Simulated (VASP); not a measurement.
# CsDyPt (P4/mmm) in VASP: notebook

CsDyPt is run at these levels: PBE; tasks: single point, relaxation of cell and atoms.

Program: VASP 6.6.1. These are calculated values, not measurements. Logs are shortened: lines on timing, memory, paths and dates and some standing lists are left out, and cuts for length are marked.

### Step 1. The cell of the first run

The structure is tetragonal, space group P4/mmm (No. 123). Conventional cell: a = 4.176 Å, b = 4.176 Å, c = 6.187 Å, α = 90.00°, β = 90.00°, γ = 90.00°. Within 3.9 Å of Cs (site symmetry 4/mmm) lie 4 Pt at 2.95 Å. Within 4.3 Å of Dy (site symmetry 4/mmm) lie 2 Pt at 3.09 Å and 4 Dy at 4.18 Å and 8 Cs at 4.28 Å. Pt (site symmetry 4/mmm) has 4 Cs at 2.95 Å and 2 Dy at 3.09 Å within 3.9 Å.

The cell was generated, and may not be a known phase.

### Step 2. Single point, PBE

File INCAR:

```
SYSTEM = CsDyPt
ALGO = Normal ; EDIFF = 1E-6
ENCUT = 500 ; GGA = PE
GGA_COMPAT = .FALSE. ; ISIF = 2
ISMEAR = 0 ; LASPH = .TRUE.
LCHARG = .TRUE. ; LELF = .TRUE.
LMAXMIX = 6 ; LREAL = .FALSE.
LVHAR = .TRUE. ; LWAVE = .FALSE.
NBANDS = 21 ; NELM = 200
PREC = Accurate ; SIGMA = 0.1
```

File KPOINTS:

```
k-points
0
G
  4 4 4
  0 0 0
```

File POSCAR:

```
CsDyPt
1.0
    4.1758397700      0.0000000000      0.0000000000
    0.0000000000      4.1758397700      0.0000000000
    0.0000000000      0.0000000000      6.1873442500
Cs Dy Pt
1 1 1
Direct
    0.0000000000      0.0000000000      0.0000000000
    0.5000000000      0.5000000000      0.5000000000
    0.5000000000      0.5000000000      0.0000000000
```

Potentials or basis: VASP PAW PBE potentials, release 64 (Cs_sv, Dy_3, Pt), 4f in core.

Launch:

```sh
$ cat potpaw_PBE.64/Cs_sv/POTCAR potpaw_PBE.64/Dy_3/POTCAR potpaw_PBE.64/Pt/POTCAR > POTCAR
$ mpirun -np 1 vasp_std > vasp.out
```

OUTCAR:

```text
SYSTEM = CsDyPt
   EDIFF = 1E-6
   ENCUT = 500
   GGA = PE
   ISIF = 2
   ISMEAR = 0
   LASPH = .TRUE.
   LREAL = .FALSE.
   NELM = 200
   PREC = Accurate

 ion  position               nearest neighbor table
   1  0.000  0.000  0.000-   3 2.95   3 2.95   3 2.95   3 2.95
   2  0.500  0.500  0.500-   3 3.09   3 3.09
   3  0.500  0.500  0.000-   1 2.95   1 2.95   1 2.95   1 2.95   2 3.09   2 3.09

  LATTYP: Found a simple tetragonal cell.
 ALAT       =     4.1758397700
 C/A-ratio  =     1.4817005898

  Lattice vectors:

 A1 = (   4.1758397700,   0.0000000000,   0.0000000000)
 A2 = (   0.0000000000,   4.1758397700,   0.0000000000)
 A3 = (   0.0000000000,   0.0000000000,   6.1873442500)

Analysis of symmetry for initial positions (statically):
=====================================================================
 Subroutine PRICEL returns:
 Original cell was already a primitive cell.

 Routine SETGRP: Setting up the symmetry group for a
 simple tetragonal supercell.

 Subroutine GETGRP returns: Found 16 space group operations
 (whereof 16 operations were pure point group operations)
 out of a pool of 16 trial point group operations.

The static configuration has the point symmetry D_4h.

Analysis of symmetry for dynamics (positions and initial velocities):
=====================================================================
 Subroutine PRICEL returns:
 Original cell was already a primitive cell.

 Routine SETGRP: Setting up the symmetry group for a
 simple tetragonal supercell.

 Subroutine GETGRP returns: Found 16 space group operations
 (whereof 16 operations were pure point group operations)
 out of a pool of 16 trial point group operations.

The dynamic configuration has the point symmetry D_4h.

 Subroutine INISYM returns: Found 16 space group operations
 (whereof 16 operations are pure point group operations),
 and found     1 'primitive' translations

----------------------------------------------------------------------------------------

                                     Primitive cell

  volume of cell :     107.8927

  direct lattice vectors                    reciprocal lattice vectors
     4.175839770  0.000000000  0.000000000     0.239472790  0.000000000  0.000000000
     0.000000000  4.175839770  0.000000000     0.000000000  0.239472790  0.000000000
     0.000000000  0.000000000  6.187344250     0.000000000  0.000000000  0.161620230

  length of vectors
     4.175839770  4.175839770  6.187344250     0.239472790  0.239472790  0.161620230

  position of ions in fractional coordinates (direct lattice)
     0.000000000  0.000000000  0.000000000
     0.500000000  0.500000000  0.500000000
     0.500000000  0.500000000  0.000000000

  ion indices of the primitive-cell ions
   primitive index   ion index
                 1           1
                 2           2
                 3           3

----------------------------------------------------------------------------------------

 KPOINTS: k-points

Automatic generation of k-mesh.
 Grid dimensions read from file:
 generate k-points for:    4    4    4

 Generating k-lattice:

  Cartesian coordinates                     Fractional coordinates (reciprocal lattice)
     0.059868197  0.000000000  0.000000000     0.250000000  0.000000000  0.000000000
     0.000000000  0.059868197  0.000000000     0.000000000  0.250000000  0.000000000
     0.000000000  0.000000000  0.040405057     0.000000000  0.000000000  0.250000000

  Length of vectors
     0.059868197  0.059868197  0.040405057

  Shift w.r.t. Gamma in fractional coordinates (k-lattice)
     0.000000000  0.000000000  0.000000000

 Subroutine IBZKPT returns following result:
 ===========================================

 Found     18 irreducible k-points:

 Following reciprocal coordinates:
            Coordinates               Weight
  0.000000  0.000000  0.000000      1.000000
  0.250000  0.000000  0.000000      4.000000
  0.500000  0.000000  0.000000      2.000000
  0.250000  0.250000  0.000000      4.000000
  0.500000  0.250000  0.000000      4.000000
  0.500000  0.500000  0.000000      1.000000
[... 10 lines left out ...]
  0.500000  0.250000  0.500000      4.000000
  0.500000  0.500000  0.500000      1.000000
   k-points           NKPTS =     18   k-points in BZ     NKDIM =     18   number of bands    NBANDS=     21
   number of dos      NEDOS =    301   number of ions     NIONS =      3
   total plane-waves  NPLWV =  43200
   dimension x,y,z NGX =    30 NGY =   30 NGZ =   48
   dimension x,y,z NGXF=    60 NGYF=   60 NGZF=   96
   ions per type =               1   1   1
   NGX,Y,Z   is equivalent  to a cutoff of  11.94, 11.94, 12.90 a.u.
   NGXF,Y,Z  is equivalent  to a cutoff of  23.89, 23.89, 25.79 a.u.
 SYSTEM =  CsDyPt
   PREC   = accura    normal or accurate (medium, high low for compatibility)
   ISTART =      0    job   : 0-new  1-cont  2-samecut
   ICHARG =      2    charge: 1-file 2-atom 10-const
   ISPIN  =      1    spin polarized calculation?
   LNONCOLLINEAR =      F non collinear calculations
   LSORBIT =      F    spin-orbit coupling
   LASPH  =      T    aspherical Exc in radial PAW
   ENCUT  =  500.0 eV  36.75 Ry    6.06 a.u.   7.61  7.61 11.28*2*pi/ulx,y,z
   NELM   =    200;   NELMIN=  2; NELMDL= -5     # of ELM steps
   EDIFF  = 0.1E-05   stopping-criterion for ELM
   LREAL  =      F    real-space projection
   EDIFFG = 0.1E-04   stopping-criterion for IOM
   NSW    =      0    number of steps for IOM
   IBRION =     -1    ionic relax: 0-MD 1-quasi-New 2-CG
   NFREE  =      0    steps in history (QN), initial steepest desc. (CG)
   ISIF   =      2    stress and relaxation
   ISYM   =      2    0-nonsym 1-usesym 2-fastsym
   POTIM  = 0.5000    time-step for ionic-motion
   TEBEG  =    0.0;   TEEND  =   0.0 temperature during run
   PSTRESS=    0.0 pullay stress
   NELECT =      28.0000    total number of electrons
   NUPDOWN=      -1.0000    fix difference up-down
   EMIN   =  10.00;   EMAX   =-10.00  energy-range for DOS
   EFERMI =   0.00;   METHOD = LEGACY
   ISMEAR =     0;   SIGMA  =   0.10  broadening in eV -4-tet -1-fermi 0-gaus
   EFERMI_NEDOS =   21; number of points for ismear=-14 and -15
   IALGO  =     38    algorithm
   IMIX   =      4    mixing-type and parameters
     AMIX     =   0.40;   BMIX     =  1.00
     AMIX_MAG =   1.60;   BMIX_MAG =  1.00
  volume/ion in A,a.u.               =      35.96       242.70
  Fermi-wavevector in a.u.,A,eV,Ry     =   1.044232  1.973312 14.836062  1.090420
  Thomas-Fermi vector in A             =   2.178975
   LORBIT       =      0    0 simple, 1 ext, 2 COOP (PROOUT), +10 PAW based schemes
   GGA     = PE    functional components
   LHFCALC =     F    Hartree Fock is set to
   AEXX    =    0.0000 exact exchange contribution
   IVDW    =     0    specifies the selected vdW correction
   LEPSILON=     F    determine dielectric tensor
   LRPA    =     F    only Hartree local field effects (RPA)
 non-spin polarized calculation
 Gauss-broadening in eV      SIGMA  =   0.10
  energy-cutoff  :      500.00
  volume of cell :      107.89
 maximum number of plane-waves:      2756
   NGX = 15   NGY = 15   NGZ = 23

 number of electron      27.9999999 magnetization

 Free energy of the ion-electron system (eV)
  ---------------------------------------------------
  ext. energy  EPLUGINS =         0.00000000
  ---------------------------------------------------
  free energy    TOTEN  =        -9.63468269 eV

  energy without entropy =       -9.60697154  energy(sigma->0) =       -9.62082712

 E-fermi :   3.0600     XC(G=0):  -9.0499

 val. band max:        3.0475061378   @ k =   0.0000   0.0000   0.5000
 cond. band min:       3.1002652140   @ k =   0.0000   0.0000   0.2500
 fundamental gap:      0.0527590763
 Fermi energy:         3.0599790665

 k-point     1 :       0.0000    0.0000    0.0000
  band No.  band energies     occupation
      1     -21.8004      2.00000
      2     -21.8004      2.00000
      3     -21.7295      2.00000
      4     -18.4181      2.00000
      5      -5.4231      2.00000
      6      -5.1029      2.00000
[... 13 lines left out ...]
     20       7.8589      0.00000
     21       8.8913      0.00000

 k-point     2 :       0.2500    0.0000    0.0000
  band No.  band energies     occupation
      1     -21.8297      2.00000
      2     -21.7981      2.00000
      3     -21.7268      2.00000
      4     -18.3610      2.00000
      5      -5.9512      2.00000
      6      -5.3967      2.00000
[... 13 lines left out ...]
     20       6.7789      0.00000
     21       7.2849      0.00000

 k-point     3 :       0.5000    0.0000    0.0000
  band No.  band energies     occupation
      1     -21.8587      2.00000
      2     -21.7958      2.00000
      3     -21.7240      2.00000
      4     -18.3023      2.00000
      5      -6.5824      2.00000
      6      -5.4789      2.00000
[... 13 lines left out ...]
     20       5.6723      0.00000
     21       6.3801      0.00000

 k-point     4 :       0.2500    0.2500    0.0000
  band No.  band energies     occupation
      1     -21.8274      2.00000
      2     -21.8266      2.00000
      3     -21.7241      2.00000
      4     -18.3231      2.00000
      5      -6.0568      2.00000
      6      -5.5649      2.00000
[... 13 lines left out ...]
     20       6.2398      0.00000
     21       7.5008      0.00000

 k-point     5 :       0.5000    0.2500    0.0000
  band No.  band energies     occupation
      1     -21.8558      2.00000
      2     -21.8244      2.00000
      3     -21.7215      2.00000
      4     -18.2846      2.00000
      5      -6.2707      2.00000
      6      -5.6931      2.00000
[... 13 lines left out ...]
     20       6.4223      0.00000
     21       7.2814      0.00000

 k-point     6 :       0.5000    0.5000    0.0000
  band No.  band energies     occupation
      1     -21.8528      2.00000
      2     -21.8528      2.00000
      3     -21.7189      2.00000
      4     -18.2667      2.00000
      5      -5.8960      2.00000
      6      -5.8960      2.00000
[... 13 lines left out ...]
     20       6.5289      0.00000
     21       6.7300      0.00000

 k-point     7 :       0.0000    0.0000    0.2500
  band No.  band energies     occupation
      1     -21.8005      2.00000
      2     -21.8005      2.00000
      3     -21.7340      2.00000
      4     -18.4165      2.00000
      5      -5.4820      2.00000
      6      -5.1047      2.00000
[... 13 lines left out ...]
     20       7.2290      0.00000
     21       8.6350      0.00000
[... 147 lines left out ...]
      1     -21.8297      2.00000
      2     -21.7982      2.00000
      3     -21.7354      2.00000
      4     -18.3596      2.00000
      5      -5.9272      2.00000
      6      -5.4616      2.00000
[... 13 lines left out ...]
     20       7.1960      0.00000
     21       7.4487      0.00000

 k-point    15 :       0.5000    0.0000    0.5000
  band No.  band energies     occupation
      1     -21.8586      2.00000
      2     -21.7960      2.00000
      3     -21.7323      2.00000
      4     -18.3028      2.00000
      5      -6.5483      2.00000
      6      -5.4761      2.00000
[... 13 lines left out ...]
     20       5.9335      0.00000
     21       6.3102      0.00000

 k-point    16 :       0.2500    0.2500    0.5000
  band No.  band energies     occupation
      1     -21.8274      2.00000
      2     -21.8268      2.00000
      3     -21.7325      2.00000
      4     -18.3224      2.00000
      5      -6.0339      2.00000
      6      -5.5698      2.00000
[... 13 lines left out ...]
     20       7.3175      0.00000
     21       7.8530      0.00000

 k-point    17 :       0.5000    0.2500    0.5000
  band No.  band energies     occupation
      1     -21.8557      2.00000
      2     -21.8245      2.00000
      3     -21.7296      2.00000
      4     -18.2846      2.00000
      5      -6.2537      2.00000
      6      -5.6962      2.00000
[... 13 lines left out ...]
     20       6.3637      0.00000
     21       7.5885      0.00000

 k-point    18 :       0.5000    0.5000    0.5000
  band No.  band energies     occupation
      1     -21.8529      2.00000
      2     -21.8529      2.00000
      3     -21.7270      2.00000
      4     -18.2662      2.00000
      5      -5.9040      2.00000
      6      -5.9040      2.00000
[... 13 lines left out ...]
     20       6.3049      0.00000
     21       6.7148      0.00000

------------------------ aborting loop because EDIFF is reached ----------------------------------------

  FORCE on cell =-STRESS in cart. coord.  units (eV):
  Direction    XX          YY          ZZ          XY          YZ          ZX
  --------------------------------------------------------------------------------------
  -------------------------------------------------------------------------------------
  Total        4.4125327      4.4125327     -5.6400535      0.0000000      0.0000000      0.0000000
  in kB       65.5249337     65.5249337    -83.7532889      0.0000000      0.0000000      0.0000000
  external PRESSURE =      15.7655262 kB  Pullay stress =       0.0000000 kB

 VOLUME and BASIS-vectors are now :
 -----------------------------------------------------------------------------
  energy-cutoff  :      500.00
  volume of cell :      107.89
      direct lattice vectors                 reciprocal lattice vectors
     4.175839770  0.000000000  0.000000000     0.239472790  0.000000000  0.000000000
     0.000000000  4.175839770  0.000000000     0.000000000  0.239472790  0.000000000
     0.000000000  0.000000000  6.187344250     0.000000000  0.000000000  0.161620230

 POSITION                                       TOTAL-FORCE (eV/Angst)
 -----------------------------------------------------------------------------------
      0.00000      0.00000      0.00000         0.000000      0.000000      0.000000
      2.08792      2.08792      3.09367         0.000000      0.000000      0.000000
      2.08792      2.08792      0.00000         0.000000      0.000000      0.000000
 -----------------------------------------------------------------------------------
    total drift:                                0.000000      0.000000      0.000000

  FREE ENERGIE OF THE ION-ELECTRON SYSTEM (eV)
  ---------------------------------------------------
  free  energy   TOTEN  =        -9.6346826877 eV

  energy  without entropy=       -9.6069715426  energy(sigma->0) =       -9.62082712
```

Wall time 28 s (1 thread of Intel Xeon Platinum 8488C (Sapphire Rapids), shared host); peak memory 0.22 GiB.

What came out:

```yaml
Free_energy: -9.6347 eV
Pressure: 1.6 GPa
Band_gap_on_the_k_mesh: zero (bands 14 and 15 overlap by 0.01 eV)
```

Stress tensor (GPa, compression positive):
```
 6.55  0.00  0.00
 0.00  6.55  0.00
 0.00  0.00 -8.38
```

Levels at points of the mesh, in eV from the Fermi level:
```tsv
k point	band 10	band 11	band 12	band 13	band 14	band 15	band 16	band 17	band 18	band 19
(0.00, 0.00, 0.00)	-2.61	-2.55	-2.43	-2.43	-1.79	0.09	1.89	2.43	2.43	2.56
(0.50, 0.00, 0.00)	-2.32	-1.91	-0.77	-0.68	-0.25	0.63	0.88	1.47	1.59	2.17
(0.50, 0.50, 0.00)	-2.95	-2.34	-1.97	-1.65	-0.52	1.46	1.46	2.16	2.16	3.26
(0.00, 0.00, 0.50)	-2.60	-2.43	-2.29	-2.26	-2.26	-0.01	0.30	1.85	1.85	2.54
(0.50, 0.00, 0.50)	-2.15	-1.89	-1.84	-0.77	-0.36	0.42	0.87	1.15	1.44	1.55
(0.50, 0.50, 0.50)	-2.45	-2.34	-1.96	-1.64	-0.04	0.07	0.78	0.78	2.18	2.18
```

Caveat: the k points lie up to 0.38 Å⁻¹ apart; spin-orbit coupling is left out, which moves the levels of the heavy elements; the 4f electrons are frozen in the core, so they carry no moment and show no levels.

(Part 1 of 4 ends here.)

The gap in the log of VASP goes by the Fermi energy; the results here count the filled bands.